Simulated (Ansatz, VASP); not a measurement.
# TePb in VASP and in Ansatz

Contents of INCAR:

```
SYSTEM = TePb
PREC = Accurate
ENCUT = 520
EDIFF = 1E-8
ISMEAR = -1
SIGMA = 0.03
LREAL = .False.
LASPH = .True.
NELM = 80
ALGO = Normal
ISIF = 2
LWAVE = .False.
LCHARG = .False.
GGA = PS
LEFG = .True.
NBANDS = 17
```

The input KPOINTS:

```
Automatic mesh
0
Gamma
  10 10 10
  0 0 0
```

File POSCAR:

```
TePb
1.0
    0.0000000000      3.1833865456      3.1833865456
    3.1833865456      0.0000000000      3.1833865456
    3.1833865456      3.1833865456      0.0000000000
Te Pb
1 1
Direct
    0.5000000000      0.5000000000      0.5000000000
    0.0000000000      0.0000000000      0.0000000000
```

Input for Ansatz:

```yaml
crystal:
  lattice:
    - [0.0, 3.1833865456, 3.1833865456]
    - [3.1833865456, 0.0, 3.1833865456]
    - [3.1833865456, 3.1833865456, 0.0]
  atoms:
    - { symbol: Te, position: [0.5, 0.5, 0.5] }
    - { symbol: Pb, position: [0.0, 0.0, 0.0] }
kpoints:
  mp_grid: { grid: [10, 10, 10] }
scf:
  occupations: { method: fermi_dirac, width: 0.03 }
hamiltonian:
  xc: pbesol
  pseudopotentials: { kind: paw }
output:
  forces: true
  stress: true
  eigenvalues: true
  efg: { contact_densities: true }
  write_density: true
  write_potential: true
  elf: true
  volumetric_format: npy
```

Change from the starting cell: volume scaled by 0.96, PAW files.

Alike in both runs: task electric field gradients; functional PBEsol; k mesh 10 × 10 × 10; occupations fermi-dirac, width 0.03 eV; no spin polarisation.

|  | VASP | Ansatz |
| --- | --- | --- |
| version | VASP 6.6.1 | Ansatz 0.2.0 |
| potentials or method | VASP PAW PBE potentials, release 64 (Te, Pb_d) | PAW with Ansatz's default frozen-core files, scalar-relativistic |
| plane-wave cutoff (eV) | 520 | 420 |
| valence electrons in the cell | 20 | 30 |

|  | VASP | Ansatz | Ansatz less VASP |
| --- | --- | --- | --- |
| pressure (GPa) | 1.7 | 1.7 | +0.02 |

VASP's potentials were made for PBE, not for PBEsol. VASP's potentials hold 20 valence electrons a cell and Ansatz's 30, so a difference there can come from the potentials and not from the codes.

Neither program's run includes spin-orbit coupling.
